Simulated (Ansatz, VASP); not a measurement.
## One calculation of Li2S, two programs

The input INCAR:

```
SYSTEM = Li2S
ALGO = Normal
EDIFF = 1E-6
ENCUT = 750
GGA_COMPAT = .FALSE.
ISIF = 2
ISMEAR = -1
LASPH = .TRUE.
LCHARG = .FALSE.
LREAL = .FALSE.
LWAVE = .FALSE.
NBANDS = 13
NELM = 120
PREC = Accurate
SIGMA = 0.02
```

KPOINTS

```
k-points
0
G
  7 7 7
  0 0 0
```

The input POSCAR:

```
Li2S
1.0
    0.0000000000      2.8540000000      2.8254600000
    2.8540000000      0.0000000000      2.8254600000
    2.8540000000      2.8540000000      0.0000000000
Li S
2 1
Direct
    0.2500000000      0.2500000000      0.2500000000
    0.7500000000      0.7500000000      0.7500000000
    0.0000000000      0.0000000000      0.0000000000
```

Input for Ansatz:

```yaml
crystal:
  lattice:
    - [0.0, 2.854, 2.82546]
    - [2.854, 0.0, 2.82546]
    - [2.854, 2.854, 0.0]
  atoms:
    - { symbol: Li, position: [0.25, 0.25, 0.25] }
    - { symbol: Li, position: [0.75, 0.75, 0.75] }
    - { symbol: S, position: [0.0, 0.0, 0.0] }
kpoints:
  mp_grid: { grid: [7, 7, 7] }
  band_path:
    path:
      - [0.0, 0.0, 0.0]
      - [0.0, 0.5, 0.5]
      - [0.25, 0.75, 0.5]
      - [0.0, 0.5, 0.0]
      - [0.0, 0.0, 0.0]
      - [0.5, 0.5, 0.0]
      - [0.3775380063, 0.6224619937, 0.0]
      - [-0.3775380063, 0.3775380063, 0.0]
      - [0.0, 0.0, 0.0]
    npoints: 5
scf:
  occupations: { method: fermi_dirac, width: 0.02 }
hamiltonian:
  xc: lda
  pseudopotentials: { kind: all_electron, lapw: { basis_error: 0.001 } }
output:
  forces: true
  stress: true
  eigenvalues: true
```

Change from the starting cell: zz strain of -1 %.

Alike in both runs: task single point; functional LDA; k mesh 7 × 7 × 7; occupations fermi-dirac, width 0.02 eV; no spin polarisation.

|  | VASP | Ansatz |
| --- | --- | --- |
| version | VASP 6.6.1 | Ansatz 0.2.0 |
| potentials or method | VASP PAW LDA potentials, release 64 (Li_sv, S), cutoff 750 eV | all-electron LAPW, scalar-relativistic |

```csv
,VASP,Ansatz,Ansatz less VASP
gap on the k mesh at the Fermi level (eV),3.27,3.27,0.000
pressure (GPa),-2.7,-2.6,+0.10
"traceless stress, the component that is largest in VASP (GPa)",0.44,0.44,0.000
```

LDA's correlation is that of Perdew and Zunger in VASP and of Perdew and Wang (1992) in Ansatz. Ansatz ran all-electron here, and VASP with PAW potentials.
